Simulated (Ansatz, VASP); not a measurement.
**BaTiO3: VASP beside Ansatz**

```
Ba Ti O
1.0
     3.97078    0.00000    0.00000
     0.00000    2.82756    2.83628
     0.00000   -2.82756    2.83628
Ba Ti O
1 1 3
Direct
  0.00000 0.00000 0.00000
  0.50000 0.50790 0.50790
  0.00000 0.49210 0.49210
  0.50000 0.50251 0.99371
  0.50000 0.99371 0.50251
```

Change from the starting cell: volume scaled by 0.99, crystal datasets.

Alike in both runs: task electric field gradients; functional PBE; k mesh 8 × 8 × 8; occupations fermi-dirac, width 0.05 eV; no spin polarisation.

|  | VASP | Ansatz |
| --- | --- | --- |
| version | VASP 6.6.1 | Ansatz 0.2.0 |
| potentials or method | VASP PAW PBE potentials, release 64 (Ba_sv, Ti_sv, O), cutoff 520 eV | all-electron PAW with datasets made for the crystal, scalar-relativistic |

|  | VASP | Ansatz | Ansatz less VASP |
| --- | --- | --- | --- |
| gap on the k mesh at the Fermi level (eV) | 1.81 | 1.87 | +0.059 |
| pressure (GPa) | 5.5 | 3.7 | -1.83 |
| traceless stress, the component that is largest in VASP (GPa) | -0.73 | -0.72 | +0.017 |
| rms of the force components (eV/Å) | 0.078 | 0.082 | +0.0045 |
| size of Vzz on the site where it differs most (V/Å²) | 6.0 | 6.2 | +0.21 |

Atom by atom the forces differ by 0.009 eV/Å (rms over components). Ansatz ran all-electron here, and VASP with PAW potentials.

Neither program's run includes spin-orbit coupling.
